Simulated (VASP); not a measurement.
# Ba (P6/mmm) in VASP: single point with r2SCAN+D3(BJ)

Aim: the single point of Ba with r2SCAN+D3(BJ).

Program: VASP 6.6.1. These are calculated values, not measurements. Logs are shortened: lines on timing, memory, paths and dates and some standing lists are left out, and cuts for length are marked.

## 1. The cell of the first run

Symmetry: P6/mmm, No. 191, hexagonal system. Conventional cell: a = 4.312 Å, b = 4.312 Å, c = 3.913 Å, α = 90.00°, β = 90.00°, γ = 120.00°. Within 5.1 Å of Ba (site symmetry 6/mmm) lie 8 Ba at 3.91 to 4.31 Å.

## 2. Single point, r2SCAN+D3(BJ)

POSCAR reads:

```
Ba
1.0
    4.3116140000      0.0000000000      0.0000000000
   -2.1558070000      3.7339672553      0.0000000000
    0.0000000000      0.0000000000      3.9134130000
Ba
1
Direct
    0.0000000000      0.0000000000      0.0000000000
```

INCAR.step1 reads:

```
SYSTEM = Ba
PREC     = Accurate       ! precision mode
ENCUT    = 520            ! plane-wave cutoff, eV
ISMEAR   = 0              ! smearing method
SIGMA    = 0.1            ! smearing width, eV
LREAL    = .False.        ! projectors in reciprocal space
LASPH    = .True.         ! aspherical terms in the spheres
NELM     = 60             ! most SCF steps
NBANDS   = 11             ! bands
GGA      = PE             ! functional
ALGO     = Normal         ! electronic algorithm
EDIFF    = 1E-4           ! SCF threshold, eV
LWAVE    = .True.         ! write WAVECAR
LCHARG   = .False.        ! write CHGCAR
```

INCAR.step2 reads:

```
SYSTEM = Ba
PREC     = Accurate       ! precision mode
ENCUT    = 520            ! plane-wave cutoff, eV
EDIFF    = 1E-6           ! SCF threshold, eV
ISMEAR   = 0              ! smearing method
SIGMA    = 0.1            ! smearing width, eV
LREAL    = .False.        ! projectors in reciprocal space
LASPH    = .True.         ! aspherical terms in the spheres
NELM     = 60             ! most SCF steps
ALGO     = Normal         ! electronic algorithm
ISIF     = 2              ! what is computed and relaxed
LWAVE    = .False.        ! write WAVECAR
LCHARG   = .True.         ! write CHGCAR
METAGGA  = R2SCAN         ! meta-GGA
LMIXTAU  = .True.       
IVDW     = 12             ! dispersion correction
VDW_S6   = 1.0          
VDW_S8   = 0.78981345   
VDW_A1   = 0.49484001   
VDW_A2   = 5.73083694   
LELF     = .True.         ! ELF
LVHAR    = .True.       
NBANDS   = 11             ! bands
ISTART   = 1
```

KPOINTS reads:

```
Automatic mesh
0
Gamma
  6 6 6
  0 0 0
```

Potentials or basis: VASP PAW PBE potentials, release 64 (Ba_sv).

The run is started by

```sh
$ cat potpaw_PBE.64/Ba_sv/POTCAR > POTCAR
$ cp INCAR.step1 INCAR
$ mpirun -np 1 vasp_std > vasp.out
$ cp INCAR.step2 INCAR
$ mpirun -np 1 vasp_std > vasp.out
```

OUTCAR:

```text
SYSTEM = Ba
   PREC = Accurate
   ENCUT = 520
   EDIFF = 1E-6
   ISMEAR = 0
   LREAL = .False.
   LASPH = .True.
   NELM = 60
   ISIF = 2
   METAGGA = R2SCAN
   IVDW = 12
   ISTART = 1
 IVDW          = 12

 ion  position               nearest neighbor table
   1  0.000  0.000  0.000-

  LATTYP: Found a hexagonal cell.
 ALAT       =     4.3116140000
 C/A-ratio  =     0.9076445619

  Lattice vectors:

 A1 = (   4.3116140000,   0.0000000000,   0.0000000000)
 A2 = (  -2.1558070000,   3.7339672553,   0.0000000000)
 A3 = (   0.0000000000,   0.0000000000,   3.9134130000)

Analysis of symmetry for initial positions (statically):
=====================================================================
 Subroutine PRICEL returns:
 Original cell was already a primitive cell.

 Routine SETGRP: Setting up the symmetry group for a
 hexagonal supercell.

 Subroutine GETGRP returns: Found 24 space group operations
 (whereof 24 operations were pure point group operations)
 out of a pool of 24 trial point group operations.

The static configuration has the point symmetry D_6h.

Analysis of symmetry for dynamics (positions and initial velocities):
=====================================================================
 Subroutine PRICEL returns:
 Original cell was already a primitive cell.

 Routine SETGRP: Setting up the symmetry group for a
 hexagonal supercell.

 Subroutine GETGRP returns: Found 24 space group operations
 (whereof 24 operations were pure point group operations)
 out of a pool of 24 trial point group operations.

The dynamic configuration has the point symmetry D_6h.

 Subroutine INISYM returns: Found 24 space group operations
 (whereof 24 operations are pure point group operations),
 and found     1 'primitive' translations

----------------------------------------------------------------------------------------

                                     Primitive cell

  volume of cell :      63.0037

  direct lattice vectors                    reciprocal lattice vectors
     4.311614000  0.000000000  0.000000000     0.231931708  0.133905834  0.000000000
    -2.155807000  3.733967255  0.000000000     0.000000000  0.267811668  0.000000000
     0.000000000  0.000000000  3.913413000     0.000000000  0.000000000  0.255531425

  length of vectors
     4.311614000  4.311614000  3.913413000     0.267811668  0.267811668  0.255531425

  position of ions in fractional coordinates (direct lattice)
     0.000000000  0.000000000  0.000000000

  ion indices of the primitive-cell ions
   primitive index   ion index
                 1           1

----------------------------------------------------------------------------------------

 KPOINTS: Automatic mesh

Automatic generation of k-mesh.
 Grid dimensions read from file:
 generate k-points for:    6    6    6

 Generating k-lattice:

  Cartesian coordinates                     Fractional coordinates (reciprocal lattice)
     0.038655285  0.022317639  0.000000000     0.166666667 -0.000000000  0.000000000
     0.000000000  0.044635278  0.000000000     0.000000000  0.166666667  0.000000000
     0.000000000  0.000000000  0.042588571     0.000000000  0.000000000  0.166666667

  Length of vectors
     0.044635278  0.044635278  0.042588571

  Shift w.r.t. Gamma in fractional coordinates (k-lattice)
     0.000000000  0.000000000  0.000000000

 Subroutine IBZKPT returns following result:
 ===========================================

 Found     28 irreducible k-points:

 Following reciprocal coordinates:
            Coordinates               Weight
  0.000000  0.000000  0.000000      1.000000
  0.166667  0.000000  0.000000      6.000000
  0.333333 -0.000000  0.000000      6.000000
  0.500000  0.000000  0.000000      3.000000
  0.166667  0.166667  0.000000      6.000000
  0.333333  0.166667  0.000000     12.000000
[... 16 lines left out ...]
  0.166667  0.000000  0.500000      6.000000
  0.333333 -0.000000  0.500000      6.000000
 [... further k-points ...]
   k-points           NKPTS =     28   k-points in BZ     NKDIM =     28   number of bands    NBANDS=     11
   number of dos      NEDOS =    301   number of ions     NIONS =      1
   total plane-waves  NPLWV =  30720
   dimension x,y,z NGX =    32 NGY =   32 NGZ =   30
   dimension x,y,z NGXF=    64 NGYF=   64 NGZF=   60
   ions per type =               1
   NGX,Y,Z   is equivalent  to a cutoff of  12.34, 12.34, 12.74 a.u.
   NGXF,Y,Z  is equivalent  to a cutoff of  24.68, 24.68, 25.49 a.u.
 SYSTEM =  Ba
   PREC   = accura    normal or accurate (medium, high low for compatibility)
   ISTART =      1    job   : 0-new  1-cont  2-samecut
   ICHARG =      0    charge: 1-file 2-atom 10-const
   ISPIN  =      1    spin polarized calculation?
   LNONCOLLINEAR =      F non collinear calculations
   LSORBIT =      F    spin-orbit coupling
   LASPH  =      T    aspherical Exc in radial PAW
   ENCUT  =  520.0 eV  38.22 Ry    6.18 a.u.   8.02  8.02  7.28*2*pi/ulx,y,z
   NELM   =     60;   NELMIN=  2; NELMDL=  0     # of ELM steps
   EDIFF  = 0.1E-05   stopping-criterion for ELM
   LREAL  =      F    real-space projection
   EDIFFG = 0.1E-04   stopping-criterion for IOM
   NSW    =      0    number of steps for IOM
   IBRION =     -1    ionic relax: 0-MD 1-quasi-New 2-CG
   NFREE  =      0    steps in history (QN), initial steepest desc. (CG)
   ISIF   =      2    stress and relaxation
   ISYM   =      2    0-nonsym 1-usesym 2-fastsym
   POTIM  = 0.5000    time-step for ionic-motion
   TEBEG  =    0.0;   TEEND  =   0.0 temperature during run
   PSTRESS=    0.0 pullay stress
   NELECT =      10.0000    total number of electrons
   NUPDOWN=      -1.0000    fix difference up-down
   EMIN   =  10.00;   EMAX   =-10.00  energy-range for DOS
   EFERMI =   0.00;   METHOD = LEGACY
   ISMEAR =     0;   SIGMA  =   0.10  broadening in eV -4-tet -1-fermi 0-gaus
   EFERMI_NEDOS =   21; number of points for ismear=-14 and -15
   IALGO  =     38    algorithm
   IMIX   =      4    mixing-type and parameters
     AMIX     =   0.40;   BMIX     =  1.00
     AMIX_MAG =   1.60;   BMIX_MAG =  1.00
  volume/ion in A,a.u.               =      63.00       425.17
  Fermi-wavevector in a.u.,A,eV,Ry     =   0.886379  1.675014 10.689659  0.785668
  Thomas-Fermi vector in A             =   2.007537
   LORBIT       =      0    0 simple, 1 ext, 2 COOP (PROOUT), +10 PAW based schemes
   METAGGA = R2SCAN    functional components
   LHFCALC =     F    Hartree Fock is set to
   AEXX    =    0.0000 exact exchange contribution
   IVDW    =    12    specifies the selected vdW correction
   LEPSILON=     F    determine dielectric tensor
   LRPA    =     F    only Hartree local field effects (RPA)
 non-spin polarized calculation
 Gauss-broadening in eV      SIGMA  =   0.10
  energy-cutoff  :      520.00
  volume of cell :       63.00
 maximum number of plane-waves:      1710
   NGX = 17   NGY = 17   NGZ = 15

 number of electron      10.0000001 magnetization

 Free energy of the ion-electron system (eV)
  ---------------------------------------------------
  ext. energy  EPLUGINS =         0.00000000
  ---------------------------------------------------
  free energy    TOTEN  =       -26.28895290 eV

  energy without entropy =      -26.28353156  energy(sigma->0) =      -26.28624223

 E-fermi :   1.7794     XC(G=0):  -7.8078

 val. band max:        1.7622044222   @ k =   0.5000   0.0000   0.3333
 cond. band min:       1.7827196551   @ k =   0.1667   0.0000   0.5000
 fundamental gap:      0.0205152330
 Fermi energy:         1.7794339723

 k-point     1 :       0.0000    0.0000    0.0000
  band No.  band energies     occupation
      1     -28.4352      2.00000
      2     -12.9521      2.00000
      3     -12.9521      2.00000
      4     -12.8469      2.00000
      5      -1.0604      2.00000
      6       2.0739      0.00003
      7       3.6340      0.00000
      8       3.6340      0.00000
      9       6.8968      0.00000
     10       6.8968      0.00000
     11       8.0789      0.00000

 k-point     2 :       0.1667    0.0000    0.0000
  band No.  band energies     occupation
      1     -28.4241      2.00000
      2     -13.0832      2.00000
      3     -12.9812      2.00000
      4     -12.8331      2.00000
      5      -0.5891      2.00000
      6       2.2591      0.00000
      7       2.9921      0.00000
      8       4.1160      0.00000
      9       6.1278      0.00000
     10       6.7799      0.00000
     11       9.4245      0.00000

 k-point     3 :       0.3333   -0.0000    0.0000
  band No.  band energies     occupation
      1     -28.4020      2.00000
      2     -13.3313      2.00000
      3     -13.0384      2.00000
      4     -12.8054      2.00000
      5       0.4203      2.00000
      6       2.1468      0.00000
      7       2.7990      0.00000
      8       5.2159      0.00000
      9       5.4437      0.00000
     10       6.5646      0.00000
     11       8.3992      0.00000

 k-point     4 :       0.5000    0.0000    0.0000
  band No.  band energies     occupation
      1     -28.3908      2.00000
      2     -13.4492      2.00000
      3     -13.0665      2.00000
      4     -12.7914      2.00000
      5       0.8350      2.00000
      6       2.4044      0.00000
      7       2.6658      0.00000
      8       4.8778      0.00000
      9       6.4648      0.00000
     10       6.7810      0.00000
     11       8.1234      0.00000
[... 239 lines left out ...]
 k-point    22 :       0.0000    0.0000    0.5000
  band No.  band energies     occupation
      1     -28.3672      2.00000
      2     -13.6089      2.00000
      3     -12.8765      2.00000
      4     -12.8765      2.00000
      5       1.1352      2.00000
      6       2.3244      0.00000
      7       4.2807      0.00000
      8       4.2807      0.00000
      9       4.5678      0.00000
     10       4.5678      0.00000
     11       9.2109      0.00000

 k-point    23 :       0.1667    0.0000    0.5000
  band No.  band energies     occupation
      1     -28.3568      2.00000
      2     -13.5842      2.00000
      3     -12.9955      2.00000
      4     -12.9035      2.00000
      5       1.6803      1.83904
      6       1.7827      0.96294
      7       3.8296      0.00000
      8       4.3176      0.00000
      9       4.7593      0.00000
     10       5.1033      0.00000
     11       9.2196      0.00000

 k-point    24 :       0.3333   -0.0000    0.5000
  band No.  band energies     occupation
      1     -28.3357      2.00000
      2     -13.5340      2.00000
      3     -13.2227      2.00000
      4     -12.9567      2.00000
      5       1.0819      2.00000
      6       2.2803      0.00000
      7       3.9064      0.00000
      8       4.2012      0.00000
      9       5.3610      0.00000
     10       6.0352      0.00000
     11       8.9096      0.00000

 [... further k-points ...]

------------------------ aborting loop because EDIFF is reached ----------------------------------------

 Edisp (eV)   -0.09495

 E8    (eV) :    -0.0461

  FORCE on cell =-STRESS in cart. coord.  units (eV):
  Direction    XX          YY          ZZ          XY          YZ          ZX
  --------------------------------------------------------------------------------------
  -------------------------------------------------------------------------------------
  Total      -0.17580    -0.17580     0.04373     0.00000     0.00000     0.00000
  in kB      -4.47049    -4.47049     1.11209     0.00000     0.00000     0.00000
  external pressure =       -2.61 kB  Pullay stress =        0.00 kB

 VOLUME and BASIS-vectors are now :
 -----------------------------------------------------------------------------
  energy-cutoff  :      520.00
  volume of cell :       63.00
      direct lattice vectors                 reciprocal lattice vectors
     4.311614000  0.000000000  0.000000000     0.231931708  0.133905834  0.000000000
    -2.155807000  3.733967255  0.000000000     0.000000000  0.267811668  0.000000000
     0.000000000  0.000000000  3.913413000     0.000000000  0.000000000  0.255531425

 POSITION                                       TOTAL-FORCE (eV/Angst)
 -----------------------------------------------------------------------------------
      0.00000      0.00000      0.00000         0.000000      0.000000      0.000000
 -----------------------------------------------------------------------------------
    total drift:                                0.000000      0.000000     -0.000000

  FREE ENERGIE OF THE ION-ELECTRON SYSTEM (eV)
  ---------------------------------------------------
  free  energy   TOTEN  =       -26.3839003096 eV

  energy  without entropy=      -26.3784789666  energy(sigma->0) =      -26.38118964
```

It took 22 s on 1 thread of Intel Xeon 6975P-C (Granite Rapids), shared host; peak memory 0.18 GiB.

What came out:

```yaml
Free_energy: -26.3839 eV
Pressure: -0.3 GPa
Band_gap_on_the_k_mesh: zero (band 5 reaches 2.13 eV, above the bottom of band 6 at 1.61 eV)
Dispersion_energy_per_atom: -0.095 eV
```

Caveat: the PAW data sets were made with another functional, which shifts forces and pressure a little; spin-orbit coupling is left out, which moves the levels of the heavy elements; pairwise dispersion overbinds metals, which lowers pressure and volume.
